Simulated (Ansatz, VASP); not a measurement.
# One calculation of GaN, two programs

The input INCAR:

```
ALGO = Normal
EDIFF = 1E-7
ENCUT = 520
GGA = PE
ISIF = 2
ISMEAR = 0
LASPH = True
LCHARG = False
LREAL = False
LWAVE = False
NBANDS = 16
NELM = 80
PREC = Accurate
SIGMA = 0.05
```

The input KPOINTS:

```
k-points
0
Gamma
  10 10 10
```

Contents of POSCAR:

```
GaN
1.0
    0.0000000000      2.2742384928      2.2742384928
    2.2742384928      0.0000000000      2.2742384928
    2.2742384928      2.2742384928      0.0000000000
Ga N
1 1
Direct
   -0.0039750772      0.0039750772     -0.0039750772
    0.7697868430      0.7302131570      0.7697868430
```

Input for Ansatz:

```yaml
crystal:
  lattice:
    - [0.0, 2.2742384928, 2.2742384928]
    - [2.2742384928, 0.0, 2.2742384928]
    - [2.2742384928, 2.2742384928, 0.0]
  atoms:
    - { symbol: Ga, position: [-0.0039750772, 0.0039750772, -0.0039750772] }
    - { symbol: "N", position: [0.769786843, 0.730213157, 0.769786843] }
basis:
  ecutwfc: 420
kpoints:
  mp_grid: { grid: [10, 10, 10] }
hamiltonian:
  xc: pbe
scf:
  occupations: { method: gaussian, width: 0.05 }
output:
  forces: true
  stress: true
  eigenvalues: true
```

Change from the starting cell: mode 4 (516.3 1/cm) frozen in, largest displacement +0.090 Å.

Alike in both runs: task single point; functional PBE; k mesh 10 × 10 × 10; occupations gaussian, width 0.05 eV; no spin polarisation.

|  | VASP | Ansatz |
| --- | --- | --- |
| version | VASP 6.6.1 | Ansatz 0.2.0 |
| potentials or method | VASP PAW PBE potentials, release 64 (Ga_d, N), cutoff 520 eV | scalar-relativistic, plane waves, PAW |
| valence electrons in the cell | 18 | 18 |

|  | VASP | Ansatz | Ansatz less VASP |
| --- | --- | --- | --- |
| gap on the k mesh at the Fermi level (eV) | 1.37 | 1.37 | -0.004 |
| least direct gap on the mesh (eV) | 1.37 | 1.37 | -0.004 |
| pressure (GPa) | 1.1 | 1.1 | -0.04 |
| traceless stress, the component that is largest in VASP (GPa) | 5.23 | 5.35 | +0.123 |
| rms of the force components (eV/Å) | 0.694 | 0.704 | +0.0094 |

Atom by atom the forces differ by 0.009 eV/Å (rms over components).
